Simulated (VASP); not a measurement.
# CuSn4 (P6/mmm) in VASP: relaxation of cell and atoms with PBE

Aim: the relaxation of cell and atoms of CuSn4 with PBE.

Everything below comes from runs of VASP 6.6.1. Logs are shortened: lines on timing, memory, paths and dates and some standing lists are left out, and cuts for length are marked.

## Step 1: The cell of the first run

Symmetry: P6/mmm, No. 191, hexagonal system. Conventional cell: a = 5.122 Å, b = 5.122 Å, c = 7.907 Å, α = 90.00°, β = 90.00°, γ = 120.00°. Cu (site symmetry 6/mmm) has 8 Sn at 2.51 to 2.96 Å within 3.3 Å. Sn (site symmetry -6m2) has 3 Cu at 2.96 Å and 9 Sn at 2.96 to 3.88 Å within 3.9 Å. Sn (site symmetry 6mm) has 1 Cu at 2.51 Å and 1 Sn at 2.89 Å within 3.3 Å.

The cell was built from a structure type or drawn by symmetry, and may not be a known phase.

## Step 2: Relaxation of cell and atoms, PBE

The input, INCAR:

```
PREC = Accurate
ENCUT = 600
EDIFF = 1E-7
ISMEAR = 0
SIGMA = 0.1
LREAL = F
LASPH = T
NELM = 60
ALGO = Fast
ISIF = 3
LWAVE = F
LCHARG = F
GGA = PE
IBRION = 2
NSW = 100
EDIFFG = -0.01
```

The input, KPOINTS:

```
Automatic mesh
0
Gamma
  12 12 6
```

The input, POSCAR:

```
CuSn4
1.0
    5.1223061074      0.0000000000      0.0000000000
   -2.5611530537      4.4360472150      0.0000000000
    0.0000000000      0.0000000000      7.9067562727
Cu Sn
1 4
Direct
    0.0000000000      0.0000000000      0.5000000000
    0.3333333333      0.6666666667      0.5000000000
    0.6666666667      0.3333333333      0.5000000000
    0.0000000000      0.0000000000      0.1827187615
    0.0000000000      0.0000000000      0.8172812385
```

Potentials or basis: VASP PAW PBE potentials, release 64 (Cu, Sn_d).

Launch:

```
cat potpaw_PBE.64/Cu/POTCAR potpaw_PBE.64/Sn_d/POTCAR > POTCAR
mpirun -np 1 vasp_std > vasp.out
```

OUTCAR:

```text
PREC = Accurate
   ENCUT = 600
   EDIFF = 1E-7
   ISMEAR = 0
   LREAL = F
   LASPH = T
   NELM = 60
   ISIF = 3
   GGA = PE
   IBRION = 2
   NSW = 100
   EDIFFG = -0.01

 ion  position               nearest neighbor table
   1  0.000  0.000  0.500-   4 2.51   5 2.51   2 2.96   3 2.96   3 2.96   2 2.96   3 2.96   2 2.96

   2  0.333  0.667  0.500-   1 2.96   3 2.96   3 2.96   1 2.96   1 2.96   3 2.96
   3  0.667  0.333  0.500-   2 2.96   1 2.96   2 2.96   1 2.96   1 2.96   2 2.96
   4  0.000  0.000  0.183-   1 2.51   5 2.89
   5  0.000  0.000  0.817-   1 2.51   4 2.89

  LATTYP: Found a hexagonal cell.
 ALAT       =     5.1223061074
 C/A-ratio  =     1.5435930823

  Lattice vectors:

 A1 = (   5.1223061074,   0.0000000000,   0.0000000000)
 A2 = (  -2.5611530537,   4.4360472150,   0.0000000000)
 A3 = (   0.0000000000,   0.0000000000,   7.9067562727)

Analysis of symmetry for initial positions (statically):
=====================================================================
 Subroutine PRICEL returns:
 Original cell was already a primitive cell.

 Routine SETGRP: Setting up the symmetry group for a
 hexagonal supercell.

 Subroutine GETGRP returns: Found 24 space group operations
 (whereof 24 operations were pure point group operations)
 out of a pool of 24 trial point group operations.

The static configuration has the point symmetry D_6h.

Analysis of symmetry for dynamics (positions and initial velocities):
=====================================================================
 Subroutine PRICEL returns:
 Original cell was already a primitive cell.

 Routine SETGRP: Setting up the symmetry group for a
 hexagonal supercell.

 Subroutine GETGRP returns: Found 24 space group operations
 (whereof 24 operations were pure point group operations)
 out of a pool of 24 trial point group operations.

The dynamic configuration has the point symmetry D_6h.

 Subroutine INISYM returns: Found 24 space group operations
 (whereof 24 operations are pure point group operations),
 and found     1 'primitive' translations

----------------------------------------------------------------------------------------

                                     Primitive cell

  volume of cell :     179.6636

  direct lattice vectors                    reciprocal lattice vectors
     5.122306107  0.000000000  0.000000000     0.195224569  0.112712957  0.000000000
    -2.561153054  4.436047215  0.000000000     0.000000000  0.225425914  0.000000000
     0.000000000  0.000000000  7.906756273     0.000000000  0.000000000  0.126474115

  length of vectors
     5.122306107  5.122306107  7.906756273     0.225425914  0.225425914  0.126474115

  position of ions in fractional coordinates (direct lattice)
     0.000000000  0.000000000  0.500000000
     0.333333333  0.666666667  0.500000000
     0.666666667  0.333333333  0.500000000
     0.000000000  0.000000000  0.182718761
     0.000000000  0.000000000  0.817281239

  ion indices of the primitive-cell ions
   primitive index   ion index
                 1           1
                 2           2
                 3           3
                 4           4
                 5           5

----------------------------------------------------------------------------------------

 KPOINTS: Automatic mesh

Automatic generation of k-mesh.
 Grid dimensions read from file:
 generate k-points for:   12   12    6

 Generating k-lattice:

  Cartesian coordinates                     Fractional coordinates (reciprocal lattice)
     0.016268714  0.009392746  0.000000000     0.083333333  0.000000000  0.000000000
     0.000000000  0.018785493  0.000000000     0.000000000  0.083333333  0.000000000
     0.000000000  0.000000000  0.021079019     0.000000000  0.000000000  0.166666667

  Length of vectors
     0.018785493  0.018785493  0.021079019

  Shift w.r.t. Gamma in fractional coordinates (k-lattice)
     0.000000000  0.000000000  0.000000000

 Subroutine IBZKPT returns following result:
 ===========================================

 Found     76 irreducible k-points:

 Following reciprocal coordinates:
            Coordinates               Weight
  0.000000  0.000000  0.000000      1.000000
  0.083333  0.000000  0.000000      6.000000
  0.166667  0.000000  0.000000      6.000000
  0.250000  0.000000  0.000000      6.000000
  0.333333  0.000000  0.000000      6.000000
  0.416667  0.000000  0.000000      6.000000
[... 16 lines left out ...]
  0.250000  0.000000  0.166667     12.000000
  0.333333  0.000000  0.166667     12.000000
 [... further k-points ...]
   k-points           NKPTS =     76   k-points in BZ     NKDIM =     76   number of bands    NBANDS=     40
   number of dos      NEDOS =    301   number of ions     NIONS =      5
   total plane-waves  NPLWV = 112896
   dimension x,y,z NGX =    42 NGY =   42 NGZ =   64
   dimension x,y,z NGXF=    84 NGYF=   84 NGZF=  128
   ions per type =               1   4
   NGX,Y,Z   is equivalent  to a cutoff of  13.63, 13.63, 13.46 a.u.
   NGXF,Y,Z  is equivalent  to a cutoff of  27.26, 27.26, 26.91 a.u.
 SYSTEM =  unknown system
   PREC   = accura    normal or accurate (medium, high low for compatibility)
   ISTART =      0    job   : 0-new  1-cont  2-samecut
   ICHARG =      2    charge: 1-file 2-atom 10-const
   ISPIN  =      1    spin polarized calculation?
   LNONCOLLINEAR =      F non collinear calculations
   LSORBIT =      F    spin-orbit coupling
   LASPH  =      T    aspherical Exc in radial PAW
   ENCUT  =  600.0 eV  44.10 Ry    6.64 a.u.  10.23 10.23 15.79*2*pi/ulx,y,z
   NELM   =     60;   NELMIN=  2; NELMDL= -5     # of ELM steps
   EDIFF  = 0.1E-06   stopping-criterion for ELM
   LREAL  =      F    real-space projection
   EDIFFG = -.1E-01   stopping-criterion for IOM
   NSW    =    100    number of steps for IOM
   IBRION =      2    ionic relax: 0-MD 1-quasi-New 2-CG
   NFREE  =      1    steps in history (QN), initial steepest desc. (CG)
   ISIF   =      3    stress and relaxation
   ISYM   =      2    0-nonsym 1-usesym 2-fastsym
   POTIM  = 0.5000    time-step for ionic-motion
   TEBEG  =    0.0;   TEEND  =   0.0 temperature during run
   PSTRESS=    0.0 pullay stress
   NELECT =      67.0000    total number of electrons
   NUPDOWN=      -1.0000    fix difference up-down
   EMIN   =  10.00;   EMAX   =-10.00  energy-range for DOS
   EFERMI =   0.00;   METHOD = LEGACY
   ISMEAR =     0;   SIGMA  =   0.10  broadening in eV -4-tet -1-fermi 0-gaus
   EFERMI_NEDOS =   21; number of points for ismear=-14 and -15
   IALGO  =     68    algorithm
   IMIX   =      4    mixing-type and parameters
     AMIX     =   0.40;   BMIX     =  1.00
     AMIX_MAG =   1.60;   BMIX_MAG =  1.00
  volume/ion in A,a.u.               =      35.93       242.49
  Fermi-wavevector in a.u.,A,eV,Ry     =   1.178365  2.226787 18.892282  1.388544
  Thomas-Fermi vector in A             =   2.314695
   LORBIT       =      0    0 simple, 1 ext, 2 COOP (PROOUT), +10 PAW based schemes
   GGA     = PE    functional components
   LHFCALC =     F    Hartree Fock is set to
   AEXX    =    0.0000 exact exchange contribution
   IVDW    =     0    specifies the selected vdW correction
   LEPSILON=     F    determine dielectric tensor
   LRPA    =     F    only Hartree local field effects (RPA)
 conjugate gradient relaxation of ions
 non-spin polarized calculation
 RMM-DIIS sequential band-by-band and
 Gauss-broadening in eV      SIGMA  =   0.10
  energy-cutoff  :      600.00
  volume of cell :      179.66
 maximum number of plane-waves:      6032
 NGX is ok and might be reduce to    42
   NGX = 21   NGY = 21   NGZ = 31

--------------------------------------- Ionic step        1  -------------------------------------------

 number of electron      66.9999986 magnetization

 Free energy of the ion-electron system (eV)
  ---------------------------------------------------
  ext. energy  EPLUGINS =         0.00000000
  ---------------------------------------------------
  free energy    TOTEN  =       -16.34683508 eV

  energy without entropy =      -16.33197927  energy(sigma->0) =      -16.33940717

------------------------ aborting loop because EDIFF is reached ----------------------------------------

  FORCE on cell =-STRESS in cart. coord.  units (eV):
  Direction    XX          YY          ZZ          XY          YZ          ZX
  --------------------------------------------------------------------------------------
  -------------------------------------------------------------------------------------
  Total        0.0259124      0.0259124      0.3379111      0.0000000      0.0000000      0.0000000
  in kB        0.2310782      0.2310782      3.0133735      0.0000000      0.0000000      0.0000000
  external PRESSURE =       1.1585100 kB  Pullay stress =       0.0000000 kB

 VOLUME and BASIS-vectors are now :
 -----------------------------------------------------------------------------
  energy-cutoff  :      600.00
  volume of cell :      179.66
      direct lattice vectors                 reciprocal lattice vectors
     5.122306107  0.000000000  0.000000000     0.195224569  0.112712957  0.000000000
    -2.561153054  4.436047215  0.000000000     0.000000000  0.225425914  0.000000000
     0.000000000  0.000000000  7.906756273     0.000000000  0.000000000  0.126474115
[... 118 lines left out ...]
 POSITION                                       TOTAL-FORCE (eV/Angst)
 -----------------------------------------------------------------------------------
      0.00000      0.00000      3.96571        -0.000000      0.000000      0.000000
     -0.00000      2.95807      3.96571        -0.000000     -0.000000      0.000000
      2.56177      1.47904      3.96571        -0.000000      0.000000      0.000000
      2.56177      4.43711      1.44594        -0.000000     -0.000000     -0.018229
      0.00000      0.00000      6.48548         0.000000      0.000000      0.018229
 -----------------------------------------------------------------------------------
    total drift:                                0.000000     -0.000000      0.000000

  FREE ENERGIE OF THE ION-ELECTRON SYSTEM (eV)
  ---------------------------------------------------
  free  energy   TOTEN  =       -16.3475799131 eV

  energy  without entropy=      -16.3326062150  energy(sigma->0) =      -16.34009306

--------------------------------------- Ionic step        5  -------------------------------------------

 number of electron      66.9999986 magnetization

 Free energy of the ion-electron system (eV)
  ---------------------------------------------------
  ext. energy  EPLUGINS =         0.00000000
  ---------------------------------------------------
  free energy    TOTEN  =       -16.34764250 eV

  energy without entropy =      -16.33267800  energy(sigma->0) =      -16.34016025

 E-fermi :   4.1229     XC(G=0):  -8.4113

 val. band max:        4.1124485288   @ k =   0.1667   0.0833   0.0000
 cond. band min:       4.1357685425   @ k =   0.2500   0.2500   0.3333
 fundamental gap:      0.0233200137
 Fermi energy:         4.1229411128

 k-point     1 :       0.0000    0.0000    0.0000
  band No.  band energies     occupation
      1     -17.6477      2.00000
      2     -17.5992      2.00000
      3     -17.5578      2.00000
      4     -17.5578      2.00000
      5     -17.5554      2.00000
      6     -17.5554      2.00000
[... 1021 lines left out ...]
     39       7.2149      0.00000
     40       7.6534      0.00000

 [... further k-points ...]

------------------------ aborting loop because EDIFF is reached ----------------------------------------

  FORCE on cell =-STRESS in cart. coord.  units (eV):
  Direction    XX          YY          ZZ          XY          YZ          ZX
  --------------------------------------------------------------------------------------
  -------------------------------------------------------------------------------------
  Total       -0.0263447     -0.0263447     -0.0242248      0.0000000     -0.0000000     -0.0000000
  in kB       -0.2343376     -0.2343376     -0.2154809      0.0000000     -0.0000000     -0.0000000
  external PRESSURE =      -0.2280520 kB  Pullay stress =       0.0000000 kB

 VOLUME and BASIS-vectors are now :
 -----------------------------------------------------------------------------
  energy-cutoff  :      600.00
  volume of cell :      180.12
      direct lattice vectors                 reciprocal lattice vectors
     5.121076225  0.000000000  0.000000000     0.195271454  0.112740026 -0.000000000
    -2.560538112  4.434982105 -0.000000000     0.000000000  0.225480053 -0.000000000
     0.000000000  0.000000000  7.930646595    -0.000000000  0.000000000  0.126093123

 POSITION                                       TOTAL-FORCE (eV/Angst)
 -----------------------------------------------------------------------------------
      5.12108      0.00000      3.96532        -0.000000      0.000000      0.000000
     -0.00000      2.95665      3.96532        -0.000000      0.000000      0.000000
      2.56054      1.47833      3.96532         0.000000     -0.000000     -0.000000
      0.00000      0.00000      1.44476        -0.000000     -0.000000     -0.007540
      2.56054      4.43498      6.48588         0.000000      0.000000      0.007540
 -----------------------------------------------------------------------------------
    total drift:                                0.000000     -0.000000      0.000000

  FREE ENERGIE OF THE ION-ELECTRON SYSTEM (eV)
  ---------------------------------------------------
  free  energy   TOTEN  =       -16.3476424995 eV

  energy  without entropy=      -16.3326780033  energy(sigma->0) =      -16.34016025

 reached required accuracy - stopping structural energy minimisation
```

Wall time 86 min (1 thread of Oxide Virtual Turin-like, shared host); peak memory 0.69 GiB.

What came out:

- Free energy: -16.3476 eV
- Relaxed volume: 36.02 Å³/atom
- Relaxed cell: a = 5.121 Å, b = 5.121 Å, c = 7.931 Å, α = 90.00°, β = 90.00°, γ = 120.00°
- Space group after relaxing (to 0.1 Å): P6/mmm (No. 191)
- Energy gained by relaxing: 0.2 meV/atom
- Ionic steps: 5
- Pressure after relaxing: 0.0 GPa
- Largest force after relaxing: 0.008 eV/Å
- Band gap on the k mesh: zero (an odd number of electrons rules out a gap without spin polarisation)

Forces on the atoms (eV/Å):
```
Cu   0.000  0.000  0.000
Sn   0.000  0.000  0.000
Sn   0.000  0.000  0.000
Sn   0.000  0.000 -0.008
Sn   0.000  0.000  0.008
```

The path:
| step | energy change (eV) | largest force (eV/Å) | pressure (GPa) | volume (Å³) |
| --- | --- | --- | --- | --- |
| 1 | 0.0000 | 0.0708 | 0.12 | 179.66 |
| 2 | -0.0007 | 0.0145 | -0.04 | 180.34 |
| 3 | -0.0007 | 0.0171 | -0.04 | 180.32 |
| 4 | -0.0007 | 0.0182 | -0.04 | 180.31 |
| 5 | -0.0008 | 0.0075 | -0.02 | 180.12 |

Final structure:
```
Cu Sn
1.0
     5.12108    0.00000    0.00000
    -2.56054    4.43498    0.00000
     0.00000    0.00000    7.93065
Cu Sn
1 4
Direct
  0.00000 0.00000 0.50000
  0.33333 0.66667 0.50000
  0.66667 0.33333 0.50000
  0.00000 0.00000 0.18217
  0.00000 0.00000 0.81783
```

Caveat: spin-orbit coupling is left out, which moves the levels of the heavy elements.
